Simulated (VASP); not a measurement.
Wanted: the native input for a VASP 6.6.1 run.

```
Task                   : single point
Functional             : PBE
Potentials or basis    : VASP PAW PBE potentials, release 64 (Si, W_sv)
Cutoff                 : 520 eV
k mesh                 : 9 × 9 × 6
Occupations            : gaussian, width 0.03 eV
Spin                   : no spin polarisation
Dipole correction      : no
Further INCAR settings : ALGO = Normal; EDIFF = 1e-06; NBANDS = 43
```

The structure of Si2W lies in POSCAR:

```
Si2W
1.0
    4.6907127290      0.0000000000      0.0000000000
   -2.3453563645      4.0622763851      0.0000000000
    0.0000000000      0.0000000000      6.4323743652
Si W
6 3
Direct
    0.8425991990      0.6851983979      0.5000000000
    0.1574008010      0.8425991990      0.8333333333
    0.6851983979      0.8425991990      0.1666666667
    0.1574008010      0.3148016021      0.5000000000
    0.8425991990      0.1574008010      0.8333333333
    0.3148016021      0.1574008010      0.1666666667
    0.0000000000      0.5000000000      0.1666666667
    0.5000000000      0.5000000000      0.8333333333
    0.5000000000      0.0000000000      0.5000000000
```

This cell differs from its parent crystal: atoms shifted along a free coordinate, c/a of the conventional cell at fixed volume 1.3713.

These files were run (other wordings do the same):

INCAR

```
PREC     = Accurate       # precision mode
ENCUT    = 520            # plane-wave cutoff, eV
EDIFF    = 1E-6           # SCF threshold, eV
ISMEAR   = 0              # smearing method
SIGMA    = 0.03           # smearing width, eV
LREAL    = False          # projectors in reciprocal space
LASPH    = True           # aspherical terms in the spheres
NELM     = 60             # most SCF steps
ALGO     = Normal         # electronic algorithm
ISIF     = 2              # what is computed and relaxed
LWAVE    = False          # write WAVECAR
LCHARG   = False          # write CHGCAR
GGA      = PE             # functional
NBANDS   = 43             # bands
```

KPOINTS

```
Automatic mesh
0
Gamma
  9 9 6
```

Potentials or basis: VASP PAW PBE potentials, release 64 (Si, W_sv).

Run with:

```bash
$ cat potpaw_PBE.64/Si/POTCAR potpaw_PBE.64/W_sv/POTCAR > POTCAR
$ mpirun -np 1 vasp_std > vasp.out
```

It gave:

The pressure is 1.3 GPa, the largest force is 0.739 eV/Å and the band gap on the k mesh is 0.03 eV (least direct gap 0.51 eV).

Caveat: spin-orbit coupling is left out, which moves the levels of the heavy elements; an odd mesh through Γ misses points on the zone boundary, where band edges can lie.

Run time: 110 s on 1 thread of Intel(R) Xeon(R) Platinum 8488C (Sapphire Rapids), with other jobs on the host, peak memory 0.35 GiB.
